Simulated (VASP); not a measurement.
## RbBr: single point with PBE

RbBr:

```xyz
2
Lattice="-2.4834 2.4834 3.4737 2.4834 -2.4834 3.4737 2.4834 2.4834 -3.4737" Properties=species:S:1:pos:R:3 pbc="T T T"
Rb    0.0000    0.0000    0.0000
Br    0.0000    0.0000    3.4737
```

```
Program             : VASP 6.6.1
Task                : single point
Functional          : PBE
Potentials or basis : VASP PAW PBE potentials, release 64 (Rb_sv, Br)
Cutoff              : 500 eV
k mesh              : 4 × 4 × 4
Occupations         : gaussian, width 0.15 eV
Spin                : no spin polarisation
```

* Pressure: 0.1 GPa
* Band gap on the k mesh: 4.20 eV, direct

Stress tensor (GPa, compression positive):
```
0.03 0.00 0.00
0.00 0.03 0.00
0.00 0.00 0.30
```

Levels at points of the mesh, in eV from the valence-band top:
| k point | band 6 | band 7 | band 8 | band 9 | band 10 | band 11 |
| --- | --- | --- | --- | --- | --- | --- |
| (0.00, 0.00, 0.00) | -0.01 | -0.01 | 0.00 | 4.20 | 7.23 | 7.23 |
| (0.50, 0.00, 0.00) | -0.89 | -0.31 | -0.31 | 6.64 | 7.49 | 9.28 |
| (0.50, 0.50, 0.00) | -0.47 | -0.16 | -0.15 | 5.66 | 6.88 | 8.86 |
| (0.50, 0.50, 0.50) | -0.45 | -0.17 | -0.17 | 5.65 | 6.90 | 8.91 |

Wall time 12 s on 1 thread of Intel(R) Xeon(R) Platinum 8488C (Sapphire Rapids), on a shared host, peak memory 0.2 GiB.

Caveat: the k points lie up to 0.45 Å⁻¹ apart.
